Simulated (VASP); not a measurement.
# SrBr2 (P4_2/mnm) in VASP: single point with LDA

Aim: the single point of SrBr2 with LDA.

Program: VASP 6.6.1. These are calculated values, not measurements. Logs are shortened: lines on timing, memory, paths and dates and some standing lists are left out, and cuts for length are marked.

### Step 1. The cell of the first run

The structure is tetragonal, space group P4_2/mnm (No. 136). The conventional cell has a = 7.108 Å, b = 7.108 Å, c = 4.676 Å, α = 90.00°, β = 90.00°, γ = 90.00°. Sr (site symmetry mmm) has 6 Br at 3.05 to 3.06 Å within 4.0 Å. Br (site symmetry m2m) has 3 Sr at 3.05 to 3.06 Å and 1 Br at 3.94 Å within 4.0 Å.

### Step 2. Single point, LDA

Contents of INCAR:

```
PREC = Accurate ; ENCUT = 520
EDIFF = 1E-6 ; ISMEAR = 1
SIGMA = 0.1 ; LREAL = F
LASPH = T ; NELM = 80
ALGO = Normal ; ISIF = 2
LWAVE = F ; LCHARG = F
NBANDS = 33
```

Contents of KPOINTS:

```
Automatic mesh
0
Gamma
  4 4 4
```

Contents of POSCAR:

```
SrBr2
1.0
    7.1081860000      0.0000000000      0.0000000000
    0.0000000000      7.1081860000      0.0000000000
    0.0000000000      0.0000000000      4.6756040000
Sr Br
2 4
Direct
    0.0000000000      0.0000000000      0.0000000000
    0.5000000000      0.5000000000      0.5000000000
    0.3038480000      0.3038480000      0.0000000000
    0.6961520000      0.6961520000      0.0000000000
    0.1961520000      0.8038480000      0.5000000000
    0.8038480000      0.1961520000      0.5000000000
```

Potentials or basis: VASP PAW LDA potentials, release 64 (Sr_sv, Br).

Run with:

```bash
cat potpaw_LDA.64/Sr_sv/POTCAR potpaw_LDA.64/Br/POTCAR > POTCAR
mpirun -np 1 vasp_std > vasp.out
```

OUTCAR:

```text
PREC = Accurate
   ENCUT = 520
   EDIFF = 1E-6
   ISMEAR = 1
   LREAL = F
   LASPH = T
   NELM = 80
   ISIF = 2

 ion  position               nearest neighbor table
   1  0.000  0.000  0.000-   3 3.05   4 3.05   5 3.06   6 3.06   5 3.06   6 3.06
   2  0.500  0.500  0.500-   5 3.05   6 3.05   3 3.06   4 3.06   3 3.06   4 3.06
   3  0.304  0.304  0.000-   1 3.05   2 3.06   2 3.06
   4  0.696  0.696  0.000-   1 3.05   2 3.06   2 3.06
   5  0.196  0.804  0.500-   2 3.05   1 3.06   1 3.06
   6  0.804  0.196  0.500-   2 3.05   1 3.06   1 3.06

  LATTYP: Found a simple tetragonal cell.
 ALAT       =     7.1081860000
 C/A-ratio  =     0.6577773851

  Lattice vectors:

 A1 = (   7.1081860000,   0.0000000000,   0.0000000000)
 A2 = (   0.0000000000,   7.1081860000,   0.0000000000)
 A3 = (   0.0000000000,   0.0000000000,   4.6756040000)

Analysis of symmetry for initial positions (statically):
=====================================================================
 Subroutine PRICEL returns:
 Original cell was already a primitive cell.

 Routine SETGRP: Setting up the symmetry group for a
 simple tetragonal supercell.

 Subroutine GETGRP returns: Found 16 space group operations
 (whereof  8 operations were pure point group operations)
 out of a pool of 16 trial point group operations.

The static configuration has the point symmetry D_2h.
 The point group associated with its full space group is D_4h.

Analysis of symmetry for dynamics (positions and initial velocities):
=====================================================================
 Subroutine PRICEL returns:
 Original cell was already a primitive cell.

 Routine SETGRP: Setting up the symmetry group for a
 simple tetragonal supercell.

 Subroutine GETGRP returns: Found 16 space group operations
 (whereof  8 operations were pure point group operations)
 out of a pool of 16 trial point group operations.

The dynamic configuration has the point symmetry D_2h.
 The point group associated with its full space group is D_4h.

 Subroutine INISYM returns: Found 16 space group operations
 (whereof  8 operations are pure point group operations),
 and found     1 'primitive' translations

----------------------------------------------------------------------------------------

                                     Primitive cell

  volume of cell :     236.2410

  direct lattice vectors                    reciprocal lattice vectors
     7.108186000  0.000000000  0.000000000     0.140682869  0.000000000  0.000000000
     0.000000000  7.108186000  0.000000000     0.000000000  0.140682869  0.000000000
     0.000000000  0.000000000  4.675604000     0.000000000  0.000000000  0.213876111

  length of vectors
     7.108186000  7.108186000  4.675604000     0.140682869  0.140682869  0.213876111

  position of ions in fractional coordinates (direct lattice)
     0.000000000  0.000000000  0.000000000
     0.500000000  0.500000000  0.500000000
     0.303848000  0.303848000  0.000000000
     0.696152000  0.696152000  0.000000000
     0.196152000  0.803848000  0.500000000
     0.803848000  0.196152000  0.500000000

  ion indices of the primitive-cell ions
   primitive index   ion index
                 1           1
                 2           2
                 3           3
                 4           4
                 5           5
                 6           6

----------------------------------------------------------------------------------------

 KPOINTS: Automatic mesh

Automatic generation of k-mesh.
 Grid dimensions read from file:
 generate k-points for:    4    4    4

 Generating k-lattice:

  Cartesian coordinates                     Fractional coordinates (reciprocal lattice)
     0.035170717  0.000000000  0.000000000     0.250000000  0.000000000  0.000000000
     0.000000000  0.035170717  0.000000000     0.000000000  0.250000000  0.000000000
     0.000000000  0.000000000  0.053469028     0.000000000  0.000000000  0.250000000

  Length of vectors
     0.035170717  0.035170717  0.053469028

  Shift w.r.t. Gamma in fractional coordinates (k-lattice)
     0.000000000  0.000000000  0.000000000

 Subroutine IBZKPT returns following result:
 ===========================================

 Found     18 irreducible k-points:

 Following reciprocal coordinates:
            Coordinates               Weight
  0.000000  0.000000  0.000000      1.000000
  0.250000  0.000000  0.000000      4.000000
  0.500000  0.000000  0.000000      2.000000
  0.250000  0.250000  0.000000      4.000000
  0.500000  0.250000  0.000000      4.000000
  0.500000  0.500000  0.000000      1.000000
[... 10 lines left out ...]
  0.500000  0.250000  0.500000      4.000000
  0.500000  0.500000  0.500000      1.000000
   k-points           NKPTS =     18   k-points in BZ     NKDIM =     18   number of bands    NBANDS=     33
   number of dos      NEDOS =    301   number of ions     NIONS =      6
   total plane-waves  NPLWV = 104976
   dimension x,y,z NGX =    54 NGY =   54 NGZ =   36
   dimension x,y,z NGXF=   108 NGYF=  108 NGZF=   72
   ions per type =               2   4
   NGX,Y,Z   is equivalent  to a cutoff of  12.63, 12.63, 12.80 a.u.
   NGXF,Y,Z  is equivalent  to a cutoff of  25.26, 25.26, 25.60 a.u.
 SYSTEM =  unknown system
   PREC   = accura    normal or accurate (medium, high low for compatibility)
   ISTART =      0    job   : 0-new  1-cont  2-samecut
   ICHARG =      2    charge: 1-file 2-atom 10-const
   ISPIN  =      1    spin polarized calculation?
   LNONCOLLINEAR =      F non collinear calculations
   LSORBIT =      F    spin-orbit coupling
   LASPH  =      T    aspherical Exc in radial PAW
   ENCUT  =  520.0 eV  38.22 Ry    6.18 a.u.  13.22 13.22  8.69*2*pi/ulx,y,z
   NELM   =     80;   NELMIN=  2; NELMDL= -5     # of ELM steps
   EDIFF  = 0.1E-05   stopping-criterion for ELM
   LREAL  =      F    real-space projection
   EDIFFG = 0.1E-04   stopping-criterion for IOM
   NSW    =      0    number of steps for IOM
   IBRION =     -1    ionic relax: 0-MD 1-quasi-New 2-CG
   NFREE  =      0    steps in history (QN), initial steepest desc. (CG)
   ISIF   =      2    stress and relaxation
   ISYM   =      2    0-nonsym 1-usesym 2-fastsym
   POTIM  = 0.5000    time-step for ionic-motion
   TEBEG  =    0.0;   TEEND  =   0.0 temperature during run
   PSTRESS=    0.0 pullay stress
   NELECT =      48.0000    total number of electrons
   NUPDOWN=      -1.0000    fix difference up-down
   EMIN   =  10.00;   EMAX   =-10.00  energy-range for DOS
   EFERMI =   0.00;   METHOD = LEGACY
   ISMEAR =     1;   SIGMA  =   0.10  broadening in eV -4-tet -1-fermi 0-gaus
   EFERMI_NEDOS =   21; number of points for ismear=-14 and -15
   IALGO  =     38    algorithm
   IMIX   =      4    mixing-type and parameters
     AMIX     =   0.40;   BMIX     =  1.00
     AMIX_MAG =   1.60;   BMIX_MAG =  1.00
  volume/ion in A,a.u.               =      39.37       265.71
  Fermi-wavevector in a.u.,A,eV,Ry     =   0.962432  1.818733 12.602747  0.926276
  Thomas-Fermi vector in A             =   2.091891
   LORBIT       =      0    0 simple, 1 ext, 2 COOP (PROOUT), +10 PAW based schemes
   GGA     = CA    functional components
   LHFCALC =     F    Hartree Fock is set to
   AEXX    =    0.0000 exact exchange contribution
   IVDW    =     0    specifies the selected vdW correction
   LEPSILON=     F    determine dielectric tensor
   LRPA    =     F    only Hartree local field effects (RPA)
 non-spin polarized calculation
 Methfessel and Paxton  Order N= 1 SIGMA  =   0.10
  energy-cutoff  :      520.00
  volume of cell :      236.24
 maximum number of plane-waves:      6409
 NGX is ok and might be reduce to    54
   NGX = 27   NGY = 27   NGZ = 17

 number of electron      48.0000003 magnetization

 Free energy of the ion-electron system (eV)
  ---------------------------------------------------
  ext. energy  EPLUGINS =         0.00000000
  ---------------------------------------------------
  free energy    TOTEN  =       -24.77589041 eV

  energy without entropy =      -24.77658044  energy(sigma->0) =      -24.77612042

 E-fermi :  -1.2730     XC(G=0):  -7.8094

 val. band max:       -1.3203894635   @ k =   0.0000   0.0000   0.0000
 cond. band min:       2.7224283634   @ k =   0.0000   0.0000   0.0000
 fundamental gap:      4.0428178269
 Fermi energy:        -1.2729977540

 k-point     1 :       0.0000    0.0000    0.0000
  band No.  band energies     occupation
      1     -34.5530      2.00000
      2     -34.5519      2.00000
      3     -16.8271      2.00000
      4     -16.8271      2.00000
      5     -16.6860      2.00000
      6     -16.6860      2.00000
[... 25 lines left out ...]
     32       5.0966      0.00000
     33       5.0966      0.00000

 k-point     2 :       0.2500    0.0000    0.0000
  band No.  band energies     occupation
      1     -34.5529      2.00000
      2     -34.5521      2.00000
      3     -16.8098      2.00000
      4     -16.8087      2.00000
      5     -16.7080      2.00000
      6     -16.7066      2.00000
[... 25 lines left out ...]
     32       5.2775      0.00000
     33       5.4756      0.00000

 k-point     3 :       0.5000    0.0000    0.0000
  band No.  band energies     occupation
      1     -34.5525      2.00000
      2     -34.5525      2.00000
      3     -16.7755      2.00000
      4     -16.7755      2.00000
      5     -16.7444      2.00000
      6     -16.7444      2.00000
[... 25 lines left out ...]
     32       5.0342      0.00000
     33       5.7739      0.00000

 k-point     4 :       0.2500    0.2500    0.0000
  band No.  band energies     occupation
      1     -34.5527      2.00000
      2     -34.5522      2.00000
      3     -16.8285      2.00000
      4     -16.7755      2.00000
      5     -16.7444      2.00000
      6     -16.6852      2.00000
[... 457 lines left out ...]
     32       5.4479      0.00000
     33       5.9009      0.00000

 k-point    17 :       0.5000    0.2500    0.5000
  band No.  band energies     occupation
      1     -34.5503      2.00000
      2     -34.5503      2.00000
      3     -16.8668      2.00000
      4     -16.8668      2.00000
      5     -16.7148      2.00000
      6     -16.7148      2.00000
[... 25 lines left out ...]
     32       5.3681      0.00000
     33       5.5878      0.00000

 k-point    18 :       0.5000    0.5000    0.5000
  band No.  band energies     occupation
      1     -34.5503      2.00000
      2     -34.5503      2.00000
      3     -16.8464      2.00000
      4     -16.8464      2.00000
      5     -16.7383      2.00000
      6     -16.7383      2.00000
[... 25 lines left out ...]
     32       5.1634      0.00000
     33       5.4360      0.00000

------------------------ aborting loop because EDIFF is reached ----------------------------------------

  FORCE on cell =-STRESS in cart. coord.  units (eV):
  Direction    XX          YY          ZZ          XY          YZ          ZX
  --------------------------------------------------------------------------------------
  -------------------------------------------------------------------------------------
  Total       -2.6764073     -2.6764073     -3.1089647      0.0000000      0.0000000      0.0000000
  in kB      -18.1512904    -18.1512904    -21.0848778      0.0000000      0.0000000      0.0000000
  external PRESSURE =     -19.1291529 kB  Pullay stress =       0.0000000 kB

 VOLUME and BASIS-vectors are now :
 -----------------------------------------------------------------------------
  energy-cutoff  :      520.00
  volume of cell :      236.24
      direct lattice vectors                 reciprocal lattice vectors
     7.108186000  0.000000000  0.000000000     0.140682869  0.000000000  0.000000000
     0.000000000  7.108186000  0.000000000     0.000000000  0.140682869  0.000000000
     0.000000000  0.000000000  4.675604000     0.000000000  0.000000000  0.213876111

 POSITION                                       TOTAL-FORCE (eV/Angst)
 -----------------------------------------------------------------------------------
      0.00000      0.00000      0.00000         0.000000      0.000000      0.000000
      3.55409      3.55409      2.33780         0.000000      0.000000      0.000000
      2.15981      2.15981      0.00000         0.044308      0.044308      0.000000
      4.94838      4.94838      0.00000        -0.044308     -0.044308     -0.000000
      1.39428      5.71390      2.33780        -0.044308      0.044308      0.000000
      5.71390      1.39428      2.33780         0.044308     -0.044308     -0.000000
 -----------------------------------------------------------------------------------
    total drift:                                0.000000      0.000000     -0.000000

  FREE ENERGIE OF THE ION-ELECTRON SYSTEM (eV)
  ---------------------------------------------------
  free  energy   TOTEN  =       -24.7758904140 eV

  energy  without entropy=      -24.7765804374  energy(sigma->0) =      -24.77612042
```

It took 3.5 min on 1 thread of AMD EPYC 7R13, shared host; peak memory 0.29 GiB.

What came out:

| Item | Value |
| --- | --- |
| Free energy | -24.7759 eV |
| Pressure | -1.9 GPa |
| Largest force | 0.063 eV/Å |
| Band gap on the k mesh | 4.04 eV |

Forces on the atoms (eV/Å):
```
Sr   0.000  0.000  0.000
Sr   0.000  0.000  0.000
Br   0.044  0.044  0.000
Br  -0.044 -0.044  0.000
Br  -0.044  0.044  0.000
Br   0.044 -0.044  0.000
```

Levels at points of the mesh, in eV from the valence-band top:
| k point | band 21 | band 22 | band 23 | band 24 | band 25 | band 26 | band 27 | band 28 |
| --- | --- | --- | --- | --- | --- | --- | --- | --- |
| (0.00, 0.00, 0.00) | -0.44 | -0.24 | -0.24 | 0.00 | 4.04 | 4.67 | 5.31 | 5.84 |
| (0.50, 0.00, 0.00) | -0.73 | -0.73 | -0.28 | -0.28 | 5.01 | 5.01 | 5.75 | 5.75 |
| (0.50, 0.50, 0.00) | -0.58 | -0.58 | -0.53 | -0.53 | 5.07 | 5.07 | 5.57 | 5.57 |
| (0.00, 0.00, 0.50) | -0.72 | -0.72 | -0.55 | -0.55 | 5.81 | 5.81 | 5.83 | 5.83 |
| (0.50, 0.00, 0.50) | -0.62 | -0.62 | -0.44 | -0.44 | 5.05 | 5.05 | 6.12 | 6.12 |
| (0.50, 0.50, 0.50) | -0.44 | -0.44 | -0.30 | -0.30 | 5.64 | 5.64 | 5.67 | 5.67 |

A k mesh can miss the band edges.
